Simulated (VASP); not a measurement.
# H16CO7 in VASP: a series of runs

The runs below take H16CO7 through single point, with PBE+D3(BJ).

Everything below comes from runs of VASP 6.6.1. Logs are shortened: lines on timing, memory, paths and dates and some standing lists are left out, and cuts for length are marked.

## (1) The cell of the first run

The cell holds a disordered packing, 24 atoms: a = 6.274 Å, b = 6.274 Å, c = 6.274 Å, α = 90.00°, β = 90.00°, γ = 90.00°.

## (2) Single point, PBE+D3(BJ)

The input, INCAR:

```
PREC     = Accurate       # precision mode
ENCUT    = 520            # plane-wave cutoff, eV
EDIFF    = 1E-6           # SCF threshold, eV
ISMEAR   = -1             # smearing method
SIGMA    = 0.02           # smearing width, eV
LREAL    = Auto         
LASPH    = T              # aspherical terms in the spheres
NELM     = 80             # most SCF steps
ALGO     = Normal         # electronic algorithm
ISIF     = 2              # what is computed and relaxed
LWAVE    = F              # write WAVECAR
LCHARG   = F              # write CHGCAR
GGA      = PE             # functional
IVDW     = 12             # dispersion correction
NBANDS   = 49             # bands
```

The input, KPOINTS:

```
regular mesh
0
Gamma
  1 1 1
```

The input, POSCAR:

```
H16CO7
1.0
    6.2743050000      0.0000000000      0.0000000000
    0.0000000000      6.2743050000      0.0000000000
    0.0000000000      0.0000000000      6.2743050000
O H C
7 16 1
Direct
    0.2749149109      0.4168111050      0.4186917914
    0.7440824123      0.3338537097      0.9537789444
    0.8918278598      0.5835706106      0.2758233780
    0.1052865616      0.2046282417      0.7483219257
    0.6371542346     -0.0522607683      0.1323811960
    0.5610661260      0.7564821921      0.5515830040
    0.3212786117      0.5824390112      0.9643139758
    0.3562306901      0.5490647968      0.4401284286
    0.1215274042      0.4721000971      0.3880111024
    0.6168491968      0.4060848174      0.9053751770
    0.8626772208      0.2889084927      0.8585333356
    0.8421012367      0.4993381737      0.1436015622
    0.9323741833      0.7201116299      0.2029547496
    0.1876383121      0.2917932743      0.6367079700
    0.2098718503      0.2376836956      0.8563338888
    0.5535274425     -0.1352181636      0.0294693994
    0.6427484797      0.0869100243      0.0642620976
    0.5491126109      0.8910309588      0.4705700472
    0.6872474322      0.6941007809      0.4870180841
    0.2407119195      0.8055872324      0.7528005094
    0.2548170674      0.5152921320      1.0816178047
    0.0259311589      0.6732379124      0.8652432421
    0.1683214316      0.8802727952      1.0091954408
    0.1835422409      0.7463296732      0.9014225480
```

Potentials or basis: VASP PAW PBE potentials, release 64 (O, H, C).

The run is started by

```bash
> cat potpaw_PBE.64/O/POTCAR potpaw_PBE.64/H/POTCAR potpaw_PBE.64/C/POTCAR > POTCAR
> mpirun -np 1 vasp_gam > vasp.out
```

OUTCAR:

```text
PREC = Accurate
   ENCUT = 520
   EDIFF = 1E-6
   ISMEAR = -1
   LREAL = Auto
   LASPH = T
   NELM = 80
   ISIF = 2
   GGA = PE
   IVDW = 12
 IVDW          = 12

 ion  position               nearest neighbor table
   1  0.275  0.417  0.419-   8 0.98   9 1.04
   2  0.744  0.334  0.954-  10 0.97  11 1.00
   3  0.892  0.584  0.276-  13 1.00  12 1.03
   4  0.105  0.205  0.748-  15 0.97  14 1.03
   5  0.637  0.948  0.132-  17 0.97  16 0.98
   6  0.561  0.756  0.552-  19 0.97  18 0.99
   7  0.321  0.582  0.964-  21 0.95  24 1.40
   8  0.356  0.549  0.440-   1 0.98
   9  0.122  0.472  0.388-   1 1.04
  10  0.617  0.406  0.905-   2 0.97
  11  0.863  0.289  0.859-   2 1.00
  12  0.842  0.499  0.144-   3 1.03
  13  0.932  0.720  0.203-   3 1.00
[... 8 lines left out ...]
  22  0.026  0.673  0.865-  24 1.11
  23  0.168  0.880  0.009-  24 1.08
  24  0.184  0.746  0.901-  20 1.07  23 1.08  22 1.11   7 1.40

  LATTYP: Found a simple cubic cell.
 ALAT       =     6.2743050000

  Lattice vectors:

 A1 = (   6.2743050000,   0.0000000000,   0.0000000000)
 A2 = (   0.0000000000,   6.2743050000,   0.0000000000)
 A3 = (   0.0000000000,   0.0000000000,   6.2743050000)

Analysis of symmetry for initial positions (statically):
=====================================================================
 Subroutine PRICEL returns:
 Original cell was already a primitive cell.

 Routine SETGRP: Setting up the symmetry group for a
 simple cubic supercell.

 Subroutine GETGRP returns: Found  1 space group operations
 (whereof  1 operations were pure point group operations)
 out of a pool of 48 trial point group operations.

The static configuration has the point symmetry C_1 .

Analysis of symmetry for dynamics (positions and initial velocities):
=====================================================================
 Subroutine PRICEL returns:
 Original cell was already a primitive cell.

 Routine SETGRP: Setting up the symmetry group for a
 simple cubic supercell.

 Subroutine GETGRP returns: Found  1 space group operations
 (whereof  1 operations were pure point group operations)
 out of a pool of 48 trial point group operations.

The dynamic configuration has the point symmetry C_1 .

 Subroutine INISYM returns: Found  1 space group operations
 (whereof  1 operations are pure point group operations),
 and found     1 'primitive' translations

----------------------------------------------------------------------------------------

                                     Primitive cell

  volume of cell :     247.0000

  direct lattice vectors                    reciprocal lattice vectors
     6.274305000  0.000000000  0.000000000     0.159380202  0.000000000  0.000000000
     0.000000000  6.274305000  0.000000000     0.000000000  0.159380202  0.000000000
     0.000000000  0.000000000  6.274305000     0.000000000  0.000000000  0.159380202

  length of vectors
     6.274305000  6.274305000  6.274305000     0.159380202  0.159380202  0.159380202

  position of ions in fractional coordinates (direct lattice)
     0.274914911  0.416811105  0.418691791
     0.744082412  0.333853710  0.953778944
     0.891827860  0.583570611  0.275823378
     0.105286562  0.204628242  0.748321926
     0.637154235  0.947739232  0.132381196
     0.561066126  0.756482192  0.551583004
[... 16 lines left out ...]
     0.168321432  0.880272795  0.009195441
     0.183542241  0.746329673  0.901422548

  ion indices of the primitive-cell ions
   primitive index   ion index
                 1           1
                 2           2
                 3           3
                 4           4
                 5           5
                 6           6
[... 16 lines left out ...]
                23          23
                24          24

----------------------------------------------------------------------------------------

 KPOINTS: regular mesh

Automatic generation of k-mesh.
 Grid dimensions read from file:
 generate k-points for:    1    1    1

 Generating k-lattice:

  Cartesian coordinates                     Fractional coordinates (reciprocal lattice)
     0.159380202  0.000000000  0.000000000     1.000000000  0.000000000  0.000000000
     0.000000000  0.159380202  0.000000000     0.000000000  1.000000000  0.000000000
     0.000000000  0.000000000  0.159380202     0.000000000  0.000000000  1.000000000

  Length of vectors
     0.159380202  0.159380202  0.159380202

  Shift w.r.t. Gamma in fractional coordinates (k-lattice)
     0.000000000  0.000000000  0.000000000

 Subroutine IBZKPT returns following result:
 ===========================================

 Found      1 irreducible k-points:

 Following reciprocal coordinates:
            Coordinates               Weight
  0.000000  0.000000  0.000000      1.000000
   k-points           NKPTS =      1   k-points in BZ     NKDIM =      1   number of bands    NBANDS=     49
   number of dos      NEDOS =    301   number of ions     NIONS =     24
[... 5 lines left out ...]
   NGXF,Y,Z  is equivalent  to a cutoff of  25.44, 25.44, 25.44 a.u.
 SYSTEM =  unknown system
   PREC   = accura    normal or accurate (medium, high low for compatibility)
   ISTART =      0    job   : 0-new  1-cont  2-samecut
   ICHARG =      2    charge: 1-file 2-atom 10-const
   ISPIN  =      1    spin polarized calculation?
   LNONCOLLINEAR =      F non collinear calculations
   LSORBIT =      F    spin-orbit coupling
   LASPH  =      T    aspherical Exc in radial PAW
   ENCUT  =  520.0 eV  38.22 Ry    6.18 a.u.  11.67 11.67 11.67*2*pi/ulx,y,z
   NELM   =     80;   NELMIN=  2; NELMDL= -5     # of ELM steps
   EDIFF  = 0.1E-05   stopping-criterion for ELM
   LREAL  =      T    real-space projection
   EDIFFG = 0.1E-04   stopping-criterion for IOM
   NSW    =      0    number of steps for IOM
   IBRION =     -1    ionic relax: 0-MD 1-quasi-New 2-CG
   NFREE  =      0    steps in history (QN), initial steepest desc. (CG)
   ISIF   =      2    stress and relaxation
   ISYM   =      2    0-nonsym 1-usesym 2-fastsym
   POTIM  = 0.5000    time-step for ionic-motion
   TEBEG  =    0.0;   TEEND  =   0.0 temperature during run
   PSTRESS=    0.0 pullay stress
   NELECT =      62.0000    total number of electrons
   NUPDOWN=      -1.0000    fix difference up-down
   EMIN   =  10.00;   EMAX   =-10.00  energy-range for DOS
   EFERMI =   0.00;   METHOD = LEGACY
   ISMEAR =    -1;   SIGMA  =   0.02  broadening in eV -4-tet -1-fermi 0-gaus
   EFERMI_NEDOS =   21; number of points for ismear=-14 and -15
   IALGO  =     38    algorithm
   IMIX   =      4    mixing-type and parameters
     AMIX     =   0.40;   BMIX     =  1.00
     AMIX_MAG =   1.60;   BMIX_MAG =  1.00
  volume/ion in A,a.u.               =      10.29        69.45
  Fermi-wavevector in a.u.,A,eV,Ry     =   1.032697  1.951515 14.510124  1.066464
  Thomas-Fermi vector in A             =   2.166908
   LORBIT       =      0    0 simple, 1 ext, 2 COOP (PROOUT), +10 PAW based schemes
   GGA     = PE    functional components
   LHFCALC =     F    Hartree Fock is set to
   AEXX    =    0.0000 exact exchange contribution
   IVDW    =    12    specifies the selected vdW correction
   LEPSILON=     F    determine dielectric tensor
   LRPA    =     F    only Hartree local field effects (RPA)
 non-spin polarized calculation
  energy-cutoff  :      520.00
  volume of cell :      247.00
 maximum number of plane-waves:      3334
 NGX is ok and might be reduce to    48
   NGX = 23   NGY = 23   NGZ = 23

 number of electron      62.0000007 magnetization

 Free energy of the ion-electron system (eV)
  ---------------------------------------------------
  ext. energy  EPLUGINS =         0.00000000
  ---------------------------------------------------
  free energy    TOTEN  =      -117.62369248 eV

  energy without entropy =     -117.62369248  energy(sigma->0) =     -117.62369248

 E-fermi :  -3.1830     XC(G=0):  -6.6658

 val. band max:       -3.6788241011   @ k =   0.0000   0.0000   0.0000
 cond. band min:       1.1594365326   @ k =   0.0000   0.0000   0.0000
 fundamental gap:      4.8382606337
 Fermi energy:        -3.1830448909

 k-point     1 :       0.0000    0.0000    0.0000
  band No.  band energies     occupation
      1     -23.2789      2.00000
      2     -22.5904      2.00000
      3     -22.1300      2.00000
      4     -22.0994      2.00000
      5     -21.7926      2.00000
      6     -21.6270      2.00000
[... 35 lines left out ...]
     42       6.9499      0.00000
     43       7.0794      0.00000
 [bands above 43 left out]

------------------------ aborting loop because EDIFF is reached ----------------------------------------

 Edisp (eV)   -0.82079

 E8    (eV) :    -0.1713

  FORCE on cell =-STRESS in cart. coord.  units (eV):
  Direction    XX          YY          ZZ          XY          YZ          ZX
  --------------------------------------------------------------------------------------
  -------------------------------------------------------------------------------------
  Total      -2.26168     0.72699     2.84062    -0.17880    -1.97103    -0.18663
  in kB     -14.67047     4.71565    18.42579    -1.15979   -12.78515    -1.21060
  external pressure =        2.82 kB  Pullay stress =        0.00 kB

 VOLUME and BASIS-vectors are now :
 -----------------------------------------------------------------------------
  energy-cutoff  :      520.00
  volume of cell :      247.00
      direct lattice vectors                 reciprocal lattice vectors
     6.274305000  0.000000000  0.000000000     0.159380202  0.000000000  0.000000000
     0.000000000  6.274305000  0.000000000     0.000000000  0.159380202  0.000000000
     0.000000000  0.000000000  6.274305000     0.000000000  0.000000000  0.159380202

 POSITION                                       TOTAL-FORCE (eV/Angst)
 -----------------------------------------------------------------------------------
      1.72490      2.61520      2.62700        -1.775289      0.457921     -0.411145
      4.66860      2.09470      5.98430         0.242697     -0.200204      1.406395
      5.59560      3.66150      1.73060         0.437020      0.448896     -1.511875
      0.66060      1.28390      4.69520         0.636321      0.731391     -0.633751
      3.99770      5.94641      0.83060        -0.471113     -0.496508     -0.210774
      3.52030      4.74640      3.46080        -0.476012      0.598283     -0.035933
[... 16 lines left out ...]
      1.05610      5.52310      0.05770         0.050116      0.301355      0.707443
      1.15160      4.68270      5.65580        -1.350169     -0.592311     -1.151602
 -----------------------------------------------------------------------------------
    total drift:                                0.011285     -0.006531     -0.001968

  FREE ENERGIE OF THE ION-ELECTRON SYSTEM (eV)
  ---------------------------------------------------
  free  energy   TOTEN  =      -118.4444819839 eV

  energy  without entropy=     -118.4444819838  energy(sigma->0) =     -118.44448198
```

It took 33 s on 1 thread of Intel Xeon Platinum 8259CL at 2.50GHz (Skylake/Cascade Lake), shared host; peak memory 0.3 GiB.

Results:

* Free energy: -118.4445 eV
* Pressure: 0.3 GPa
* Largest force: 1.887 eV/Å
* Dispersion energy per atom: -0.034 eV

Forces in eV/Å, atoms in the order of the input:
```
O   -1.775  0.458 -0.411
O    0.243 -0.200  1.406
O    0.437  0.449 -1.512
O    0.636  0.731 -0.634
O   -0.471 -0.497 -0.211
O   -0.476  0.598 -0.036
O    1.496  0.076 -0.446
H    0.415  0.144  0.366
H    1.287 -0.419  0.050
H    0.071  0.318 -0.897
H   -0.242  0.271 -0.783
H   -0.049 -0.022  1.030
H   -0.540 -0.637  0.837
H   -0.938 -0.452 -0.434
H    0.023 -0.276  1.022
H    0.218 -0.232  0.377
H    0.447  0.678 -0.034
H    0.002 -0.484  0.077
H    0.383 -0.325 -0.353
H    0.407  0.461 -0.772
H   -0.275 -0.871  1.651
H    0.001  0.521  0.152
H    0.050  0.301  0.707
C   -1.350 -0.592 -1.152
```

Caveat: the k points lie up to 1.00 Å⁻¹ apart.

## (3) Single point, PBE+D3(BJ)

The input, INCAR:

```
PREC = Accurate ; ENCUT = 520
EDIFF = 1E-7 ; ISMEAR = -1
SIGMA = 0.02 ; LREAL = Auto
LASPH = True ; NELM = 100
ALGO = Normal ; ISIF = 2
LWAVE = False ; LCHARG = False
GGA = PE ; IVDW = 12
NBANDS = 49
```

KPOINTS is that of step 2.

The input, POSCAR:

```
H16CO7
1.0
    6.2743050000      0.0000000000      0.0000000000
    0.0000000000      6.2743050000      0.0000000000
    0.0000000000      0.0000000000      6.2743050000
O H C
7 16 1
Direct
    0.2812263669      0.4216084491      0.3865926186
    0.7694716785      0.3362125367      0.9735102135
    0.8637450682      0.5900414468      0.3029339505
    0.1105779843      0.2417319528      0.7690413520
    0.6658267330     -0.0447061467      0.1467094762
    0.5536390086      0.7310451118      0.5485866562
    0.3627493404      0.5815464820      0.9845074474
    0.3749259878      0.5251896425      0.4586005940
    0.1454822486      0.4986050248      0.3640721960
    0.6613959634      0.4284617978      0.9103797154
    0.8913178432      0.3033483390      0.8649085437
    0.8199155126      0.4805631859      0.1933441234
    0.8441253653      0.7302960248      0.2391181175
    0.1667435676      0.2549286335      0.6189211395
    0.2099515404      0.3529155819      0.8288089278
    0.5672660159     -0.1098129594      0.0569465463
    0.7143420666      0.0940502574      0.0753708977
    0.5683976154      0.8451135225      0.4459617440
    0.6827210344      0.6547816850      0.5009479138
    0.2538448482      0.8053800381      0.7673837979
    0.3534574746      0.5346568265      1.1293202992
    0.0546514714      0.6916303877      0.9335535968
    0.2263836393      0.8801293530      1.0403702083
    0.2171874016      0.7510792032      0.9289315709
```

Potentials or basis: VASP PAW PBE potentials, release 64 (O, H, C).

The run is started by

```bash
> cat potpaw_PBE.64/O/POTCAR potpaw_PBE.64/H/POTCAR potpaw_PBE.64/C/POTCAR > POTCAR
> mpirun -np 1 vasp_gam > vasp.out
```

Run time: 34 s. Hardware: 1 thread of Intel Xeon Platinum 8259CL at 2.50GHz (Skylake/Cascade Lake), shared host; peak memory 0.3 GiB.

The run converged. Its results:

- Free energy: -119.0014 eV
- Pressure: 0.6 GPa
- Largest force: 3.050 eV/Å
- Dispersion energy per atom: -0.034 eV

Forces on the atoms (eV/Å):
```
O   -0.329 -0.185 -0.174
O    0.584 -0.343 -0.410
O    0.604 -0.942  0.330
O    1.455  0.907 -0.822
O    2.114  1.776  1.295
O   -0.004 -0.293  0.327
O    0.597  0.361 -2.131
H    0.248  0.414  0.249
H   -0.251 -0.058  0.117
H   -0.175 -0.040 -0.131
H   -0.581  0.330  0.503
H    0.242  0.507  0.080
H   -0.273  0.396 -0.482
H   -0.719 -0.219  0.344
H   -0.495 -0.545  0.476
H   -1.481 -1.051 -1.600
H   -0.657 -0.789  0.430
H   -0.443  0.871 -0.410
H    0.229 -0.560  0.087
H    0.184 -0.053  0.139
H   -0.543 -0.403  1.480
H   -0.487 -0.115 -0.105
H    0.197  0.858  0.552
C   -0.014 -0.824 -0.145
```

Stress tensor (GPa, compression positive):
```
 0.44  0.11  0.55
 0.11 -0.26  0.68
 0.55  0.68  1.66
```

Levels at points of the mesh, in eV from the Fermi level:
```csv
k point,band 27,band 28,band 29,band 30,band 31,band 32,band 33,band 34,band 35,band 36
"(0.00, 0.00, 0.00)",-1.13,-1.03,-1.00,-0.73,-0.53,4.47,7.33,7.65,8.16,8.35
```

Caveat: the k points lie up to 1.00 Å⁻¹ apart; the atoms stand as in a frame of molecular dynamics.

## (4) Single point, PBE+D3(BJ)

The input, INCAR:

```
SYSTEM = H16CO7
  PREC = Accurate
  ENCUT = 520
  EDIFF = 1E-6
  ISMEAR = -1
  SIGMA = 0.02
  LREAL = Auto
  LASPH = .True.
  NELM = 80
  ALGO = Normal
  ISIF = 2
  LWAVE = .False.
  LCHARG = .False.
  GGA = PE
  IVDW = 12
  NBANDS = 49
```

The input, KPOINTS:

```
Automatic mesh
0
Gamma
  1 1 1
  0 0 0
```

The input, POSCAR:

```
H16CO7
1.0
    6.2743050000      0.0000000000      0.0000000000
    0.0000000000      6.2743050000      0.0000000000
    0.0000000000      0.0000000000      6.2743050000
O H C
7 16 1
Direct
    0.2446007964      0.4317450299      0.3862579202
    0.7228848454      0.3558959917      0.9935124289
    0.8734194465      0.6039553385      0.3260759558
    0.0977797541      0.2361855217      0.7597494862
    0.6636272862     -0.0671150032      0.1521762171
    0.5369200254      0.6676755433      0.5619745932
    0.3690448584      0.5825983914      1.0102951642
    0.3380613470      0.5319154871      0.4682430962
    0.1030711768      0.5055540016      0.3708936687
    0.6084976742      0.4576124368      0.9441842563
    0.8358854088      0.3246096580      0.8829981966
    0.8330484412      0.5020954512      0.2079752259
    0.8469942089      0.7510632652      0.2527451248
    0.1373379203      0.2791863003      0.6098205299
    0.2180480547      0.2952677627      0.8404277446
    0.5742309308     -0.1745372595      0.0788294480
    0.6464142244      0.0634811346      0.0552889922
    0.5374778561      0.8241390879      0.5756175385
    0.6689505850      0.6407402892      0.4785071813
    0.2858802688      0.8348175615      0.8220193312
    0.3306979817      0.5284888127      1.1528288791
    0.0848699577      0.6494265102      0.8573698601
    0.1354731719      0.8279004607      1.0597667790
    0.2115453425      0.7296425660      0.9370121472
```

The run is started by

```bash
> cat potpaw_PBE.64/O/POTCAR potpaw_PBE.64/H/POTCAR potpaw_PBE.64/C/POTCAR > POTCAR
> mpirun -np 1 vasp_gam > vasp.out
```

It took 35 s on 1 thread of Intel Xeon Platinum 8259CL at 2.50GHz (Skylake/Cascade Lake), shared host; peak memory 0.3 GiB.

It converged, with:

| Property | Result |
| --- | --- |
| Free energy | -118.9795 eV |
| Pressure | -0.6 GPa |
| Largest force | 1.838 eV/Å |
| Dispersion energy per atom | -0.035 eV |

Forces in eV/Å, atoms in the order of the input:
```
O   -0.213 -0.069 -0.016
O    0.282 -0.067 -0.461
O   -0.367  1.214 -1.330
O    0.252  0.181 -0.608
O   -0.629  0.840 -1.505
O    0.007  0.992  0.600
O    0.295  0.386 -0.373
H    0.110 -0.031 -0.010
H    0.214  0.054  0.137
H    0.652 -0.618 -0.088
H   -0.566  0.413  0.399
H   -0.185  0.068  0.159
H    0.182 -1.261  0.669
H   -0.162 -0.125  0.553
H   -0.215 -0.023  0.113
H    0.097 -0.002  0.421
H    0.647 -0.764  1.299
H   -0.205 -0.608 -0.139
H    0.189 -0.348 -0.129
H    0.124  0.290 -0.136
H   -0.313 -0.465  0.646
H   -0.863 -0.684 -0.613
H    0.398  0.033  0.383
C    0.269  0.594  0.030
```

Stress tensor (GPa, compression positive):
```
 0.27  0.84 -0.26
 0.84 -2.16  0.52
-0.26  0.52  0.22
```

Levels at points of the mesh, in eV from the Fermi level:
| k point | band 28 | band 29 | band 30 | band 31 | band 32 | band 33 | band 34 | band 35 |
| --- | --- | --- | --- | --- | --- | --- | --- | --- |
| (0.00, 0.00, 0.00) | -0.95 | -0.89 | -0.80 | -0.57 | 4.30 | 7.31 | 7.39 | 7.91 |

Caveat: the k points lie up to 1.00 Å⁻¹ apart; the atoms stand as in a frame of molecular dynamics.

## (5) Summary

```csv
cell,pressure (GPa),largest force (eV/Å)
"as given, atomic positions A",0.3,1.89
"as given, atomic positions B",0.6,3.05
"as given, atomic positions C",-0.6,1.84
```

Alike in all rows: task single point; level PBE+D3(BJ); potentials or basis VASP PAW PBE potentials, release 64 (O, H, C); no spin polarisation; k mesh 1 × 1 × 1; cutoff (eV) 520; smearing fermi-dirac 0.02 eV.

Caveats: all runs use coarse meshes; the atoms stand as in a frame of molecular dynamics (at least some runs).

Total energies depend on the potentials used, so only differences within one code and one set of settings carry meaning.
